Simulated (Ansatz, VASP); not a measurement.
**MnSb in VASP and in Ansatz**

```xyz
2
Lattice="0.0000 3.0483 3.0483 3.0483 0.0000 3.0483 3.0483 3.0483 0.0000" Properties=species:S:1:pos:R:3 pbc="T T T"
Mn    0.0000    0.0000    0.0000
Sb    1.5242    1.5242    1.5242
```

Change from the starting cell: volume scaled by 0.96, PAW files.

Alike in both runs: task electric field gradients; functional PBE; k mesh 10 × 10 × 10; occupations fermi-dirac, width 0.03 eV; collinear spin.

|  | VASP | Ansatz |
| --- | --- | --- |
| version | VASP 6.6.1 | Ansatz 0.2.0 |
| potentials or method | VASP PAW PBE potentials, release 64 (Mn_pv, Sb) | PAW with Ansatz's default frozen-core files, scalar-relativistic |
| plane-wave cutoff (eV) | 520 | 420 |
| valence electrons in the cell | 18 | 30 |

VASP gave:

* pressure (GPa): 2.0
* net moment per atom (μB): 2.00
* size of the moment on the site where the two differ most (μB): 3.85

Task: Which values does Ansatz return?

Result: Pressure (GPa): 2.0; net moment per atom (μB): 2.00; size of the moment on the site where the two differ most (μB): 3.82.

Site moments also hang on the region over which each program counts them. VASP's potentials hold 18 valence electrons a cell and Ansatz's 30, so a difference there can come from the potentials and not from the codes.

Neither program's run includes spin-orbit coupling.
